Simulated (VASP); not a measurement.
GaP, 2 atoms in the cell. The structure is cubic, space group F-43m (No. 216). Conventional cell: a = 5.244 Å, b = 5.244 Å, c = 5.244 Å, α = 90.00°, β = 90.00°, γ = 90.00°. Within 3.0 Å of Ga (site symmetry -43m) lie 4 P at 2.27 Å. P (site symmetry -43m) has 4 Ga at 2.27 Å within 3.0 Å. 

```yaml
Program: VASP 6.6.1
Task: vibrations by perturbation theory
Functional: LDA
Potentials_or_basis: VASP PAW LDA potentials, release 64 (Ga_d, P)
Cutoff: 520 eV
k_mesh: 10 × 10 × 10
Occupations: gaussian, width 0.01 eV
Spin: no spin polarisation
Dipole_correction: no
Further_INCAR_settings: ALGO = Normal; EDIFF = 1e-08; IBRION = 8; NSW = 1
```

Potentials or basis: VASP PAW LDA potentials, release 64 (Ga_d, P).

Command:

```console
$ cat potpaw_LDA.64/Ga_d/POTCAR potpaw_LDA.64/P/POTCAR > POTCAR
$ mpirun -np 1 vasp_std > vasp.out
```

Hardware: 1 thread of Intel(R) Xeon(R) Platinum 8259CL CPU @ 2.50GHz (Skylake/Cascade Lake), on a shared host.

Problem. How long does it take, and how much memory?

Solution. It took 9.4 min on 1 thread of Intel(R) Xeon(R) Platinum 8259CL CPU @ 2.50GHz (Skylake/Cascade Lake), on a shared host, peak memory 0.33 GiB. Counts: scf iterations 177, k points 47.
